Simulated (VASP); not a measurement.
# F: single point with PBEsol

Crystal: F.

```
CELL_PARAMETERS angstrom
3.74701 0.00000 0.00000
0.00000 3.74701 0.00000
0.00000 0.00000 3.60731
ATOMIC_POSITIONS crystal
F 0.50000 0.00000 0.00000
F 0.00000 0.50000 0.00000
```

```json
{
  "Program": "VASP 6.6.1",
  "Task": "single point",
  "Functional": "PBEsol",
  "Potentials or basis": "VASP PAW PBE potentials, release 64 (F)",
  "Cutoff": "520 eV",
  "k mesh": "8 × 8 × 8",
  "Occupations": "methfessel-paxton, width 0.1 eV",
  "Spin": "no spin polarisation",
  "Dipole correction": "no",
  "Further INCAR settings": "ALGO = Normal; EDIFF = 1e-06; NBANDS = 14"
}
```

* Pressure: -6.2 GPa
* Band gap on the k mesh: zero (bands 7 and 8 overlap by 0.64 eV)

Stress tensor (GPa, compression positive):
```
-8.97  0.00  0.00
 0.00 -8.97  0.00
 0.00  0.00 -0.75
```

Levels at points of the mesh, in eV from the Fermi level:
| k point | band 3 | band 4 | band 5 | band 6 | band 7 | band 8 | band 9 | band 10 | band 11 | band 12 |
| --- | --- | --- | --- | --- | --- | --- | --- | --- | --- | --- |
| (0.00, 0.00, 0.00) | -1.18 | -1.18 | -0.40 | 0.10 | 0.10 | 0.12 | 9.93 | 17.10 | 19.91 | 20.49 |
| (0.50, 0.00, 0.00) | -0.73 | -0.73 | -0.56 | -0.56 | -0.13 | -0.13 | 12.80 | 12.80 | 20.80 | 20.80 |
| (0.50, 0.50, 0.00) | -1.60 | -1.60 | -0.11 | -0.11 | 0.26 | 0.26 | 15.16 | 15.16 | 15.56 | 15.56 |
| (0.00, 0.00, 0.50) | -1.15 | -1.15 | -0.76 | -0.04 | 0.11 | 0.11 | 12.60 | 14.00 | 18.78 | 20.23 |
| (0.50, 0.00, 0.50) | -0.69 | -0.69 | -0.54 | -0.54 | -0.37 | -0.37 | 14.48 | 14.48 | 16.81 | 16.81 |
| (0.50, 0.50, 0.50) | -1.54 | -1.54 | -0.34 | -0.34 | 0.26 | 0.26 | 15.61 | 15.61 | 17.72 | 17.72 |

Wall time 37 s on 1 thread of Intel Xeon 8259CL (shared host), peak memory 0.17 GiB.

Caveat: the cell stands under tension; the PAW data sets were made with another functional, which shifts forces and pressure a little.
